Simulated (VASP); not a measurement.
# Ge (Fd-3m) in VASP: a series of runs

The runs below take Ge through relaxation of cell and atoms, with PBEsol.

Everything below comes from runs of VASP 6.6.1. Logs are shortened: lines on timing, memory, paths and dates and some standing lists are left out, and cuts for length are marked.

## Step 1: The cell of the first run

The structure is cubic, space group Fd-3m (No. 227). Conventional cell: a = 5.677 Å, b = 5.677 Å, c = 5.677 Å, α = 90.00°, β = 90.00°, γ = 90.00°. Ge (site symmetry -43m) has 4 Ge at 2.46 Å within 3.2 Å.

## Step 2: Relaxation of cell and atoms, PBEsol, target pressure 7 GPa, at which the enthalpy is minimised

INCAR reads:

```
SYSTEM = Ge
  PREC = Accurate
  ENCUT = 600
  EDIFF = 1E-7
  ISMEAR = -1
  SIGMA = 0.15
  LREAL = .FALSE.
  LASPH = .TRUE.
  NELM = 60
  ALGO = Normal
  ISIF = 3
  LWAVE = .FALSE.
  LCHARG = .FALSE.
  GGA = PS
  IBRION = 2
  NSW = 80
  EDIFFG = -0.001
  PSTRESS = 70.0
```

KPOINTS reads:

```
regular mesh
0
G
  14 14 14
  0 0 0
```

POSCAR reads:

```
Ge
1.0
    0.0000000000      2.8387418727      2.8387418727
    2.8387418727      0.0000000000      2.8387418727
    2.8387418727      2.8387418727      0.0000000000
Ge
2
Direct
    0.5000000000      0.5000000000      0.5000000000
    0.7500000000      0.7500000000      0.7500000000
```

Potentials or basis: VASP PAW PBE potentials, release 64 (Ge_d).

Run with:

```console
$ cat potpaw_PBE.64/Ge_d/POTCAR > POTCAR
$ mpirun -np 1 vasp_std > vasp.out
```

OUTCAR:

```text
SYSTEM = Ge
   PREC = Accurate
   ENCUT = 600
   EDIFF = 1E-7
   ISMEAR = -1
   LREAL = .FALSE.
   LASPH = .TRUE.
   NELM = 60
   ISIF = 3
   GGA = PS
   IBRION = 2
   NSW = 80
   EDIFFG = -0.001
   PSTRESS = 70.0

 ion  position               nearest neighbor table
   1  0.500  0.500  0.500-   2 2.46   2 2.46   2 2.46   2 2.46
   2  0.750  0.750  0.750-   1 2.46   1 2.46   1 2.46   1 2.46

  LATTYP: Found a face centered cubic cell.
 ALAT       =     5.6774837454

  Lattice vectors:

 A1 = (   0.0000000000,   2.8387418727,   2.8387418727)
 A2 = (   2.8387418727,   0.0000000000,   2.8387418727)
 A3 = (   2.8387418727,   2.8387418727,   0.0000000000)

Analysis of symmetry for initial positions (statically):
=====================================================================
 Subroutine PRICEL returns:
 Original cell was already a primitive cell.

 Routine SETGRP: Setting up the symmetry group for a
 face centered cubic supercell.

 Subroutine GETGRP returns: Found 48 space group operations
 (whereof 24 operations were pure point group operations)
 out of a pool of 48 trial point group operations.

The static configuration has the point symmetry T_d .
 The point group associated with its full space group is O_h .

Analysis of symmetry for dynamics (positions and initial velocities):
=====================================================================
 Subroutine PRICEL returns:
 Original cell was already a primitive cell.

 Routine SETGRP: Setting up the symmetry group for a
 face centered cubic supercell.

 Subroutine GETGRP returns: Found 48 space group operations
 (whereof 24 operations were pure point group operations)
 out of a pool of 48 trial point group operations.

The dynamic configuration has the point symmetry T_d .
 The point group associated with its full space group is O_h .

 Subroutine INISYM returns: Found 48 space group operations
 (whereof 24 operations are pure point group operations),
 and found     1 'primitive' translations

----------------------------------------------------------------------------------------

                                     Primitive cell

  volume of cell :      45.7517

  direct lattice vectors                    reciprocal lattice vectors
     0.000000000  2.838741873  2.838741873    -0.176134366  0.176134366  0.176134366
     2.838741873  0.000000000  2.838741873     0.176134366 -0.176134366  0.176134366
[... 90 lines left out ...]
   NFREE  =      1    steps in history (QN), initial steepest desc. (CG)
   ISIF   =      3    stress and relaxation
   ISYM   =      2    0-nonsym 1-usesym 2-fastsym
   POTIM  = 0.5000    time-step for ionic-motion
   TEBEG  =    0.0;   TEEND  =   0.0 temperature during run
   PSTRESS=   70.0 pullay stress
   NELECT =      28.0000    total number of electrons
   NUPDOWN=      -1.0000    fix difference up-down
   EMIN   =  10.00;   EMAX   =-10.00  energy-range for DOS
   EFERMI =   0.00;   METHOD = LEGACY
   ISMEAR =    -1;   SIGMA  =   0.15  broadening in eV -4-tet -1-fermi 0-gaus
   EFERMI_NEDOS =   21; number of points for ismear=-14 and -15
   IALGO  =     38    algorithm
   IMIX   =      4    mixing-type and parameters
     AMIX     =   0.40;   BMIX     =  1.00
     AMIX_MAG =   1.60;   BMIX_MAG =  1.00
  volume/ion in A,a.u.               =      22.88       154.37
  Fermi-wavevector in a.u.,A,eV,Ry     =   1.389926  2.626579 26.285009  1.931894
  Thomas-Fermi vector in A             =   2.513910
   LORBIT       =      0    0 simple, 1 ext, 2 COOP (PROOUT), +10 PAW based schemes
   GGA     = PS    functional components
   LHFCALC =     F    Hartree Fock is set to
   AEXX    =    0.0000 exact exchange contribution
   IVDW    =     0    specifies the selected vdW correction
   LEPSILON=     F    determine dielectric tensor
   LRPA    =     F    only Hartree local field effects (RPA)
 conjugate gradient relaxation of ions
 non-spin polarized calculation
  energy-cutoff  :      600.00
  volume of cell :       45.75
 maximum number of plane-waves:      1546
   NGX = 17   NGY = 17   NGZ = 17

--------------------------------------- Ionic step        1  -------------------------------------------

 number of electron      28.0000020 magnetization

 Free energy of the ion-electron system (eV)
  ---------------------------------------------------
  ext. energy  EPLUGINS =         0.00000000
  ---------------------------------------------------
  free energy    TOTEN  =        -9.87749779 eV

  energy without entropy =       -9.86974360  energy(sigma->0) =       -9.87362069

------------------------ aborting loop because EDIFF is reached ----------------------------------------

  FORCE on cell =-STRESS in cart. coord.  units (eV):
  Direction    XX          YY          ZZ          XY          YZ          ZX
  --------------------------------------------------------------------------------------
  -------------------------------------------------------------------------------------
  Total       -0.0190933     -0.0190933     -0.0190933      0.0000000     -0.0000000      0.0000000
  in kB       -0.6686270     -0.6686270     -0.6686270      0.0000000     -0.0000000      0.0000000
  external PRESSURE =     -70.6686270 kB  Pullay stress =      70.0000000 kB
[... 177 lines left out ...]
--------------------------------------- Ionic step        6  -------------------------------------------

 number of electron      27.9999994 magnetization

 Free energy of the ion-electron system (eV)
  ---------------------------------------------------
  ext. energy  EPLUGINS =         0.00000000
  ---------------------------------------------------
  free energy    TOTEN  =        -9.80189777 eV

  energy without entropy =       -9.79545683  energy(sigma->0) =       -9.79867730

 E-fermi :   5.7444     XC(G=0): -10.4967

 val. band max:        5.6315399737   @ k =   0.0000   0.0000   0.0000
 cond. band min:       5.9985959201   @ k =   0.5000   0.0000   0.0000
 fundamental gap:      0.3670559464
 Fermi energy:         5.7443739431

 k-point     1 :       0.0000    0.0000    0.0000
  band No.  band energies     occupation
      1     -19.2572      2.00000
      2     -19.2572      2.00000
      3     -19.2572      2.00000
      4     -19.2142      2.00000
      5     -19.2142      2.00000
      6     -18.9569      2.00000
[... 481 lines left out ...]
      5     -19.1494      2.00000
      6     -19.0349      2.00000
[... 10 lines left out ...]
     17      10.6033      0.00000
     18      10.7273      0.00000

 [... further k-points ...]

------------------------ aborting loop because EDIFF is reached ----------------------------------------

  FORCE on cell =-STRESS in cart. coord.  units (eV):
  Direction    XX          YY          ZZ          XY          YZ          ZX
  --------------------------------------------------------------------------------------
  -------------------------------------------------------------------------------------
  Total        1.8334959      1.8334959      1.8334959      0.0000000      0.0000000      0.0000000
  in kB       70.0139834     70.0139834     70.0139834      0.0000000      0.0000000      0.0000000
  external PRESSURE =       0.0139834 kB  Pullay stress =      70.0000000 kB
[... 21 lines left out ...]
  energy  without entropy=       -9.7954568344  energy(sigma->0) =       -9.79867730

  enthalpy is  TOTEN    =        -7.9687680282 eV   P V=        1.8331297447

 reached required accuracy - stopping structural energy minimisation
```

OSZICAR:

```text
N       E                     dE             d eps       ncg     rms          rms(c)
DAV:   1     0.173681384022E+03    0.17368E+03   -0.16687E+04  3816   0.458E+03
[... 53 lines left out ...]
       N       E                     dE             d eps       ncg     rms          rms(c)
DAV:   1    -0.980200748876E+01    0.98164E-03   -0.15485E-03  4954   0.864E-01    0.621E-02
DAV:   2    -0.980192445708E+01    0.83032E-04   -0.11459E-04  4888   0.242E-01    0.308E-02
DAV:   3    -0.980189885493E+01    0.25602E-04   -0.42781E-05  4990   0.128E-01    0.746E-03
DAV:   4    -0.980189783450E+01    0.10204E-05   -0.52679E-06  4808   0.504E-02    0.152E-03
DAV:   5    -0.980189770969E+01    0.12481E-06   -0.43529E-07  3638   0.142E-02    0.114E-03
DAV:   6    -0.980189777289E+01   -0.63197E-07   -0.27974E-08  1884   0.372E-03
   6 F= -.79687680E+01 E0= -.79655476E+01  d E =-.155339E-04
```

CONTCAR:

```text
Ge
   1.00000000000000
    -0.0000000000000000    2.7579851093359879    2.7579851093359879
     2.7579851093359879    0.0000000000000000    2.7579851093359879
     2.7579851093359879    2.7579851093359879    0.0000000000000000
  Ge
     2
Direct
     0.5000000000000000    0.5000000000000000    0.5000000000000000
     0.7500000000000000    0.7500000000000000    0.7500000000000000

  0.00000000E+00  0.00000000E+00  0.00000000E+00
  0.00000000E+00  0.00000000E+00  0.00000000E+00
```

It took 2 min on 1 thread of Intel Xeon 6975P-C (Granite Rapids), shared host; peak memory 0.24 GiB.

Results:

```
Free energy                                                : -9.8019 eV
Relaxed volume                                             : 20.98 Å³/atom
Relaxed cell                                               : a = 3.900 Å, b = 3.900 Å, c = 3.900 Å, α = 60.00°, β = 60.00°, γ = 60.00°
Space group after relaxing (to 0.1 Å)                      : Fd-3m (No. 227)
Energy change on relaxing (the run minimises the enthalpy) : +37.8 meV/atom
Ionic steps                                                : 6
Pressure after relaxing                                    : 7.0 GPa
Band gap on the k mesh                                     : 0.37 eV (least direct gap 0.71 eV)
```

The path:
| step | energy change (eV) | largest force (eV/Å) | pressure (GPa) | volume (Å³) |
| --- | --- | --- | --- | --- |
| 1 | 0.0000 | 0.0000 | -0.07 | 45.75 |
| 2 | 0.2419 | 0.0000 | 14.21 | 39.39 |
| 3 | 0.0745 | 0.0000 | 6.94 | 41.98 |
| 4 | 0.0777 | 0.0000 | 7.10 | 41.91 |
| 5 | 0.0745 | 0.0000 | 6.95 | 41.98 |
| 6 | 0.0756 | 0.0000 | 7.00 | 41.96 |

Final structure:
```
Ge
1.0
     0.00000    2.75799    2.75799
     2.75799    0.00000    2.75799
     2.75799    2.75799    0.00000
Ge
2
Direct
  0.50000 0.50000 0.50000
  0.75000 0.75000 0.75000
```

Caveat: the cell is relaxed towards a set pressure, so the run minimises the enthalpy, not the energy; the PAW data sets were made with another functional, which shifts forces and pressure a little.

## Step 3: Relaxation of cell and atoms, PBEsol

This run uses another cell than the first one, of 22.64 Å³/atom.

INCAR reads:

```
SYSTEM = Ge
ALGO     = Normal         ! electronic algorithm
EDIFF    = 1E-7           ! SCF threshold, eV
EDIFFG   = -0.005         ! ionic threshold
ENCUT    = 600            ! plane-wave cutoff, eV
GGA      = PS             ! functional
IBRION   = 2              ! ionic algorithm
ISIF     = 3              ! what is computed and relaxed
ISMEAR   = 0              ! smearing method
LASPH    = .True.         ! aspherical terms in the spheres
LCHARG   = .False.        ! write CHGCAR
LREAL    = .False.        ! projectors in reciprocal space
LWAVE    = .False.        ! write WAVECAR
NELM     = 60             ! most SCF steps
NSW      = 100            ! ionic steps
PREC     = Accurate       ! precision mode
SIGMA    = 0.1            ! smearing width, eV
```

KPOINTS reads:

```
k-points
0
Gamma
  14 14 14
  0 0 0
```

POSCAR reads:

```
Ge
1.0
    0.0000000000      2.8287700000      2.8287700000
    2.8287700000      0.0000000000      2.8287700000
    2.8287700000      2.8287700000      0.0000000000
Ge
2
Direct
    0.5000000000      0.5000000000      0.5000000000
    0.7500000000      0.7500000000      0.7500000000
```

Potentials or basis: VASP PAW PBE potentials, release 64 (Ge_d).

Run with:

```console
$ cat potpaw_PBE.64/Ge_d/POTCAR > POTCAR
$ mpirun -np 1 vasp_std > vasp.out
```

Wall time 5.1 min (1 thread of Intel Xeon 8259CL, shared host); peak memory 0.24 GiB.

It converged, with:

```
Free energy                           : -9.8747 eV
Relaxed volume                        : 22.83 Å³/atom
Relaxed cell                          : a = 4.012 Å, b = 4.012 Å, c = 4.012 Å, α = 60.00°, β = 60.00°, γ = 60.00°
Space group after relaxing (to 0.1 Å) : Fd-3m (No. 227)
Energy gained by relaxing             : 0.4 meV/atom
Ionic steps                           : 4
Pressure after relaxing               : 0.0 GPa
Band gap on the k mesh                : zero (filled and empty bands touch)
```

The path:
```
step  energy change (eV)  largest force (eV/Å)  pressure (GPa)  volume (Å³)
   1              0.0000                0.0000            0.60        45.27
   2             -0.0007                0.0000           -0.11        45.83
   3             -0.0008                0.0000           -0.06        45.70
   4             -0.0008                0.0000            0.03        45.66
```

Final structure:
```cif
data_structure
_symmetry_space_group_name_H-M 'P 1'
_symmetry_Int_Tables_number 1
_cell_length_a 4.0119
_cell_length_b 4.0119
_cell_length_c 4.0119
_cell_angle_alpha 60.000
_cell_angle_beta 60.000
_cell_angle_gamma 60.000
_cell_volume 45.66
loop_
_atom_site_label
_atom_site_type_symbol
_atom_site_fract_x
_atom_site_fract_y
_atom_site_fract_z
_atom_site_occupancy
Ge1 Ge 0.50000 0.50000 0.50000 1
Ge2 Ge 0.75000 0.75000 0.75000 1
```

Levels at points of the mesh, in eV from the Fermi level:
```
           k point  band 10  band 11  band 12  band 13  band 14  band 15  band 16  band 17  band 18
(0.00, 0.00, 0.00)   -24.51   -12.75    -0.10    -0.02    -0.02    -0.02     2.51     2.51     2.51
(0.50, 0.00, 0.00)   -24.49   -10.67    -7.61    -1.41    -1.41     0.08     3.69     3.69     6.94
(0.50, 0.50, 0.00)   -24.47    -8.89    -8.89    -3.08    -3.08     0.66     0.66     9.40     9.40
```

Caveat: semilocal functionals underestimate gaps, so a narrow gap can read as zero; the PAW data sets were made with another functional, which shifts forces and pressure a little.
